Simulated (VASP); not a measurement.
A run of VASP 6.6.1 is set up as follows.

The input INCAR:

```
SYSTEM = Ta6F
PREC = Accurate
ENCUT = 520
EDIFF = 1E-6
ISMEAR = 0
SIGMA = 0.1
LREAL = .FALSE.
LASPH = .TRUE.
NELM = 150
ALGO = Normal
ISIF = 2
LWAVE = .FALSE.
LCHARG = .TRUE.
ISPIN = 2
MAGMOM = 0 0 0 0 0 0 1
LORBIT = 11
LMAXMIX = 4
LDIPOL = .TRUE.
IDIPOL = 3
DIPOL = 0.5 0.5 0.326
GGA = CA
LELF = .TRUE.
LVHAR = .TRUE.
LVACPOTAV = .TRUE.
NBANDS = 50
```

KPOINTS

```
regular mesh
0
G
  6 6 1
  0 0 0
```

Contents of POSCAR:

```
Ta6F
1.0
    4.6002247516      0.0000000000      0.0000000000
   -2.3001123758      3.9839114980      0.0000000000
    0.0000000000      0.0000000000     21.4017722141
Ta F
6 1
Direct
    0.6666666667      0.3333333333      0.1869004099
    0.3333333333      0.6666666667      0.2307760729
    0.0000000000      0.0000000000      0.2746517360
    0.6666666667      0.3333333333      0.3157775353
    0.3333333333      0.6666666667      0.3543568624
    0.0000000000      0.0000000000      0.3925736677
    0.6666666667     -0.6666666667      0.5248057078
```

Potentials or basis: VASP PAW LDA potentials, release 64 (Ta_pv, F).

Command:

```sh
$ cat potpaw_LDA.64/Ta_pv/POTCAR potpaw_LDA.64/F/POTCAR > POTCAR
$ mpirun -np 1 vasp_std > vasp.out
```

(1) Estimate the net moment.

(2) Estimate the largest force.

Answers

(1) 0.00 μB per cell.

(2) 2.367 eV/Å.
